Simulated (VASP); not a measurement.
Set up this calculation in VASP 6.6.1, as the native input.

* Task: single point
* Functional: LDA
* Potentials or basis: VASP PAW LDA potentials, release 64 (Fe_sv)
* Cutoff: 600 eV
* k mesh: 10 × 10 × 10
* Occupations: fermi-dirac, width 0.05 eV
* Spin: collinear spin, ferromagnetic start
* Starting moments: [1.988] μB
* Dipole correction: no
* Second run: valence_matched
* Further INCAR settings: ALGO = Normal; EDIFF = 1e-06; NBANDS = 18

The structure of Fe lies in POSCAR:

```
Fe
1.0
   -1.3745984210      1.3745984210      1.3745984210
    1.3745984210     -1.3745984210      1.3745984210
    1.3745984210      1.3745984210     -1.3745984210
Fe
1
Direct
    0.0000000000      0.0000000000      0.0000000000
```

These files were run (other wordings do the same):

INCAR

```
PREC     = Accurate       # precision mode
ENCUT    = 600            # plane-wave cutoff, eV
EDIFF    = 1E-6           # SCF threshold, eV
ISMEAR   = -1             # smearing method
SIGMA    = 0.05           # smearing width, eV
LREAL    = F              # projectors in reciprocal space
LASPH    = T              # aspherical terms in the spheres
NELM     = 200            # most SCF steps
ALGO     = Normal         # electronic algorithm
ISIF     = 2              # what is computed and relaxed
LWAVE    = F              # write WAVECAR
LCHARG   = T              # write CHGCAR
ISPIN    = 2              # spin polarisation
MAGMOM   = 1.988          # initial moments
LORBIT   = 11             # projections on sites
LMAXMIX  = 4              # l up to which the mixer works
GGA      = CA             # functional
LELF     = T              # ELF
LVHAR    = T            
NBANDS   = 18             # bands
GGA_COMPAT= F
```

KPOINTS

```
regular mesh
0
Gamma
  10 10 10
```

Potentials or basis: VASP PAW LDA potentials, release 64 (Fe_sv).

Command:

```console
$ cat potpaw_LDA.64/Fe_sv/POTCAR > POTCAR
$ mpirun -np 1 vasp_std > vasp.out
```

Results of the run:

```
Pressure                                              : -4.0 GPa
Net moment                                            : 1.95 μB per cell
Site moments                                          : Fe +1.91 μB
Valence electrons inside the program's atomic spheres : Fe 13.81
```

It used 24 s of CPU time on 1 thread of AMD EPYC 7R13 Processor (Zen 3), on a shared host.
